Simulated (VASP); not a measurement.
# Si12O23 (a cell with a defect) in VASP: a series of runs, part 2 of 2

VASP 6.6.1. Earlier steps stand in the parts before.

## (3) Single point, PBE

Contents of INCAR:

```
SYSTEM = Si12O23
ALGO = Normal ; EDIFF = 1E-6
ENCUT = 520 ; GGA = PE
ISIF = 2 ; ISMEAR = 0
LASPH = .TRUE. ; LCHARG = .TRUE.
LELF = .TRUE. ; LREAL = Auto
LVHAR = .TRUE. ; LWAVE = .FALSE.
NBANDS = 116 ; NELM = 100
PREC = Accurate ; SIGMA = 0.02
```

Contents of KPOINTS:

```
k-points
0
G
  2 2 2
  0 0 0
```

Contents of POSCAR:

```
Si12O23
1.0
   -2.4570000000      4.2556490000      5.4060000000
    4.9140000000      0.0000000000      5.4060000000
    4.9140000000      8.5112980000      0.0000000000
Si O
12 23
Direct
    0.9250318055      0.3992575026      0.0387750872
    0.5661014024      0.0942371103      0.9532702454
   -0.0527457622      0.0095561580      0.2865386043
    0.9390660500      0.4054428290      0.5320983360
    0.5948220814      0.0887101050      0.4285865686
    0.0039748129     -0.0030208728      0.7761230533
    0.3790831896      0.9212703065      0.2918209424
    0.0699367863      0.5983954371      0.2007868348
    0.4994710014      0.5010870822      0.5087650241
    0.4534119607      0.9010408695      0.7700367022
    0.0736884783      0.5909521062      0.7063467524
    0.5015488241      0.5039078907      0.0068921624
    0.0157869262      0.1770619454      0.1306915095
    0.9736909367      0.5695709945      0.0846375182
    0.3055951318      0.5899646166      0.1267977438
    0.4661384927      0.3237919549      0.9643078165
    0.4695557042      0.9459807368      0.1102674042
    0.1301567683      0.9612662802      0.3667032313
    0.0235825457      0.1835275172      0.6282136947
    0.9879860536      0.5734543830      0.5799661978
    0.3154717754      0.5490689201      0.6503081968
    0.5001221477      0.3107898020      0.4586644343
    0.5441047555      0.9246131505      0.5907575015
    0.2109916693      0.9298568324      0.8266347288
    0.4845612507      0.6928286864      0.3657944297
    0.4607305260      0.0776756893      0.3286336112
    0.9562704974      0.8136581005      0.2368576936
    0.0424583759      0.4210105475      0.3551522993
    0.6993621497      0.4509660042      0.5633215013
    0.5550217865      0.6769885723      0.8546332286
    0.5109730001      0.0666033965      0.8152109423
    0.8110839481      0.0551371025      0.9123124824
    0.9756547916      0.8125747682      0.7336801815
    0.0173587147      0.4208284847      0.8606457444
    0.6849561726      0.4247482300      0.0852441013
```

Potentials or basis: VASP PAW PBE potentials, release 64 (Si, O).

Run with:

```console
cat potpaw_PBE.64/Si/POTCAR potpaw_PBE.64/O/POTCAR > POTCAR
mpirun -np 1 vasp_std > vasp.out
```

Wall time 9 min (1 thread of Intel Xeon Platinum 8375C at 2.90GHz (Ice Lake), shared host); peak memory 0.62 GiB.

The run converged. Its results:

```yaml
Free_energy: -274.0519 eV
Pressure: 1.2 GPa
Largest_force: 1.246 eV/Å
Band_gap_on_the_k_mesh: 5.62 eV
```

Forces on the atoms (eV/Å):
```
Si   0.022 -0.004 -0.017
Si   0.071  0.028 -0.075
Si   0.068  0.058 -0.072
Si   0.032 -0.012 -0.016
Si  -0.006  0.021  0.066
Si   0.048  0.008 -0.055
Si   0.076  0.016 -0.044
Si   0.069 -0.024  0.008
Si   0.014 -0.024  0.034
Si   0.012 -0.003  0.003
Si   0.011  0.022 -0.011
Si   0.073  0.009 -0.014
O    0.124 -0.010 -0.122
O    0.008 -0.001 -0.015
O    0.047 -0.033 -0.013
O    0.019  0.015  0.010
O    0.205 -0.071 -0.079
O   -1.099 -0.036  0.585
O    0.040 -0.065 -0.086
O   -0.005  0.011  0.012
O    0.001  0.013 -0.045
O   -0.041  0.049  0.071
O   -0.011  0.061  0.085
O   -0.013 -0.065  0.017
O    0.045  0.023  0.005
O   -0.053  0.080  0.073
O    0.091  0.010 -0.120
O   -0.001 -0.011 -0.029
O    0.030 -0.009  0.033
O    0.024 -0.028 -0.023
O    0.029  0.027 -0.049
O   -0.001  0.022 -0.113
O   -0.021 -0.066  0.009
O    0.033  0.014 -0.018
O    0.059 -0.027  0.005
```

Stress tensor (GPa, compression positive):
```
-0.05 -0.35  2.09
-0.35  2.30  0.52
 2.09  0.52  1.25
```

Levels at points of the mesh, in eV from the valence-band top:
| k point | band 89 | band 90 | band 91 | band 92 | band 93 | band 94 | band 95 | band 96 | band 97 | band 98 |
| --- | --- | --- | --- | --- | --- | --- | --- | --- | --- | --- |
| (0.00, 0.00, 0.00) | -0.70 | -0.59 | -0.55 | -0.52 | -0.12 | 5.62 | 6.36 | 6.42 | 7.05 | 7.91 |
| (0.50, 0.00, 0.00) | -0.58 | -0.52 | -0.50 | -0.37 | -0.04 | 5.91 | 6.31 | 6.55 | 6.82 | 7.67 |
| (0.00, 0.50, 0.00) | -0.60 | -0.58 | -0.47 | -0.38 | -0.12 | 6.01 | 6.33 | 6.91 | 6.92 | 7.51 |
| (0.50, 0.50, 0.00) | -0.57 | -0.53 | -0.43 | -0.42 | 0.00 | 5.96 | 6.19 | 6.74 | 7.36 | 7.59 |
| (0.00, 0.00, 0.50) | -0.71 | -0.68 | -0.57 | -0.50 | -0.09 | 5.84 | 6.32 | 6.61 | 6.84 | 7.33 |
| (0.50, 0.00, 0.50) | -0.64 | -0.56 | -0.54 | -0.51 | -0.05 | 5.91 | 6.34 | 6.65 | 7.15 | 7.25 |
| (0.00, 0.50, 0.50) | -0.64 | -0.55 | -0.43 | -0.36 | -0.09 | 6.17 | 6.30 | 6.70 | 7.11 | 7.45 |
| (0.50, 0.50, 0.50) | -0.57 | -0.50 | -0.44 | -0.38 | 0.00 | 5.90 | 6.24 | 6.84 | 7.39 | 7.40 |

Caveat: the k points lie up to 0.47 Å⁻¹ apart.

## (4) Single point, PBE

Contents of INCAR:

```
SYSTEM = Si12O23
PREC = Accurate
ENCUT = 520
EDIFF = 1E-6
ISMEAR = 0
SIGMA = 0.02
LREAL = Auto
LASPH = .TRUE.
NELM = 80
ALGO = Normal
ISIF = 2
LWAVE = .FALSE.
LCHARG = .TRUE.
GGA = PE
LELF = .TRUE.
LVHAR = .TRUE.
NBANDS = 116
```

Contents of KPOINTS:

```
Automatic mesh
0
G
  2 2 2
  0 0 0
```

Contents of POSCAR:

```
Si12O23
1.0
   -2.4570000000      4.2556490000      5.4060000000
    4.9140000000      0.0000000000      5.4060000000
    4.9140000000      8.5112980000      0.0000000000
Si O
12 23
Direct
    0.9240932553      0.4019222830      0.0366214956
    0.5710359146      0.0975390021      0.9467947875
   -0.0177880334      0.0018357582      0.2746074249
    0.9379413601      0.4039913073      0.5325794948
    0.5849195954      0.0887487361      0.4323117942
    0.0059157809     -0.0015970610      0.7745067219
    0.3880969259      0.9168851310      0.2808141256
    0.0709905933      0.5956277937      0.2000990862
    0.4980231432      0.5001690507      0.5096817558
    0.4509634393      0.9010015996      0.7710641656
    0.0706177669      0.5936674717      0.7050435281
    0.5016140554      0.5030047015      0.0062805517
    0.0239071938      0.1787256216      0.1248537385
    0.9704140622      0.5707030299      0.0852819824
    0.3058802752      0.5882545750      0.1263359493
    0.4634667551      0.3236938072      0.9642141736
    0.4938008138      0.9364017389      0.1013637474
   -0.0255062620      1.0105362287      0.4318604164
    0.0295658914      0.1855622995      0.6285147041
    0.9846864564      0.5739123228      0.5800719311
    0.3126939176      0.5527245063      0.6489091843
    0.4909672617      0.3115967413      0.4608018265
    0.5336234226      0.9224662926      0.5920008929
    0.2092942890      0.9289265767      0.8302453948
    0.4893158197      0.6905176986      0.3643355715
    0.4558890890      0.0771847179      0.3271731355
    0.9631115683      0.8153175845      0.2322445081
    0.0409743210      0.4235045913      0.3552406075
    0.6978320956      0.4469916188      0.5649598381
    0.5546329199      0.6774769580      0.8552479268
    0.5107790664      0.0694338452      0.8114341170
    0.8133887297      0.0639124172      0.9075507714
    0.9737800623      0.8118568226      0.7379676815
    0.0157826065      0.4226347076      0.8594116628
    0.6850717524      0.4220444148      0.0851141720
```

Run with:

```console
cat potpaw_PBE.64/Si/POTCAR potpaw_PBE.64/O/POTCAR > POTCAR
mpirun -np 1 vasp_std > vasp.out
```

Wall time 13 min (1 thread of Intel Xeon Platinum 8375C at 2.90GHz (Ice Lake), shared host); peak memory 0.63 GiB.

It converged, with:

| Item | Value |
| --- | --- |
| Free energy | -269.3127 eV |
| Pressure | 2.3 GPa |
| Largest force | 0.175 eV/Å |
| Band gap on the k mesh | 0.39 eV |

Forces on the atoms (eV/Å):
```
Si  -0.017  0.002 -0.001
Si   0.010 -0.015 -0.008
Si  -0.071 -0.122 -0.005
Si  -0.006  0.003 -0.010
Si  -0.035 -0.018  0.030
Si   0.000  0.013  0.005
Si   0.005 -0.029 -0.035
Si   0.010 -0.013  0.016
Si  -0.006  0.000  0.007
Si  -0.017 -0.009  0.010
Si   0.011 -0.007  0.005
Si   0.017  0.012 -0.004
O    0.009 -0.001 -0.009
O   -0.002  0.010 -0.006
O   -0.001 -0.013 -0.011
O    0.002  0.007  0.003
O    0.001 -0.016  0.008
O    0.093  0.148  0.009
O    0.009  0.001 -0.011
O   -0.010  0.006 -0.002
O    0.003 -0.006 -0.010
O    0.006  0.015  0.013
O    0.006  0.002 -0.005
O   -0.003 -0.006  0.002
O    0.012  0.027 -0.020
O   -0.002 -0.003 -0.002
O    0.002  0.014  0.008
O    0.001  0.001  0.004
O   -0.013 -0.012  0.010
O    0.000  0.005 -0.006
O   -0.002  0.011 -0.002
O   -0.001 -0.005 -0.001
O   -0.004  0.005  0.007
O    0.003 -0.005  0.007
O   -0.008 -0.001  0.004
```

Stress tensor (GPa, compression positive):
```
 1.64  0.31  1.05
 0.31  2.69 -0.51
 1.05 -0.51  2.64
```

Levels at points of the mesh, in eV from the valence-band top:
```tsv
k point	band 89	band 90	band 91	band 92	band 93	band 94	band 95	band 96	band 97	band 98
(0.00, 0.00, 0.00)	-2.67	-2.65	-2.63	-2.21	-0.82	0.93	3.94	4.64	5.01	5.30
(0.50, 0.00, 0.00)	-2.64	-2.55	-2.45	-2.19	-0.04	0.39	4.41	4.56	5.09	5.38
(0.00, 0.50, 0.00)	-2.65	-2.56	-2.45	-2.19	-0.76	0.93	4.48	4.75	4.91	5.27
(0.50, 0.50, 0.00)	-2.61	-2.52	-2.45	-2.19	0.00	0.39	4.68	4.72	5.21	5.25
(0.00, 0.00, 0.50)	-2.73	-2.61	-2.57	-2.27	-0.76	0.92	3.98	4.77	4.97	5.33
(0.50, 0.00, 0.50)	-2.70	-2.57	-2.55	-2.27	-0.04	0.40	4.54	4.75	5.08	5.31
(0.00, 0.50, 0.50)	-2.62	-2.56	-2.44	-2.17	-0.75	0.92	4.56	4.88	4.92	5.19
(0.50, 0.50, 0.50)	-2.59	-2.51	-2.48	-2.16	-0.02	0.39	4.60	4.89	5.15	5.46
```

Caveat: the k points lie up to 0.47 Å⁻¹ apart.
